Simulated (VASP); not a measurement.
Runs of VASP 6.6.1 on CsSnBr3. The structure is that of space group Pm-3m (No. 221), or close to it. The cells are those of the table. 

```tsv
task	level	potentials or basis	cell	cutoff (eV)	smearing	gap on the mesh (eV)	pressure (GPa)	relaxed volume (Å³/atom)
single point	PBEsol	VASP PAW PBE potentials, release 64 (Cs_sv, Sn_d, Br)	a = 5.782 Å, 5 atoms	500	fermi-dirac 0.02 eV	0.26	0.0	-
single point	PBE	VASP PAW PBE potentials, release 64 (Cs_sv, Sn_d, Br)	a = 5.841 Å, 5 atoms	500	fermi-dirac 0.02 eV	0.50	0.7	-
single point	PBE	VASP PAW PBE potentials, release 64 (Cs_sv, Sn_d, Br)	a = 5.907 Å, 5 atoms	500	fermi-dirac 0.02 eV	0.67	0.0	-
relaxation of cell and atoms	LDA	VASP PAW LDA potentials, release 64 (Cs_sv, Sn_d, Br)	relaxed from a = 5.907 Å, 5 atoms	500	fermi-dirac 0.02 eV	none	0.0	(b)
single point	r2SCAN	VASP PAW PBE potentials, release 64 (Cs_sv, Sn_d, Br)	a = 5.841 Å, 5 atoms	550	fermi-dirac 0.02 eV	0.69	0.0	-
relaxation of cell and atoms	PBE	VASP PAW PBE potentials, release 64 (Cs_sv, Sn_d, Br)	relaxed from a = 5.189 Å, 5 atoms	500	fermi-dirac 0.02 eV	0.67	0.0	41.21
relaxation of cell and atoms	PBEsol	VASP PAW PBE potentials, release 64 (Cs_sv, Sn_d, Br)	relaxed from a = 5.907 Å, 5 atoms	500	fermi-dirac 0.02 eV	0.26	0.0	38.71
single point	LDA	VASP PAW LDA potentials, release 64 (Cs_sv, Sn_d, Br)	a = 5.841 Å, 5 atoms	500	gaussian 0.01 eV	0.41	(a)	-
single point	LDA	VASP PAW LDA potentials, release 64 (Cs_sv, Sn_d, Br)	a = 5.677 Å, 5 atoms	500	fermi-dirac 0.02 eV	none	0.0	-
single point	r2SCAN	VASP PAW PBE potentials, release 64 (Cs_sv, Sn_d, Br)	a = 5.841 Å, 5 atoms	550	gaussian 0.01 eV	0.69	0.0	-
```

Alike in all rows: no spin polarisation; k mesh 4 × 4 × 4.

Task: Fill in the values left out.

Result: (a) -1.7; (b) 36.59.

Caveats: spin-orbit coupling is left out, which moves the levels of the heavy elements; the PAW data sets were made with another functional, which shifts forces and pressure a little (some runs); the volume moved by over 15 % at a fixed basis, so the end points are rough (some runs).

A k mesh can miss the band edges, and the runs leave out spin-orbit coupling on Br, Cs, Sn.

A gap of «none» marks levels without a gap at the run's occupations.
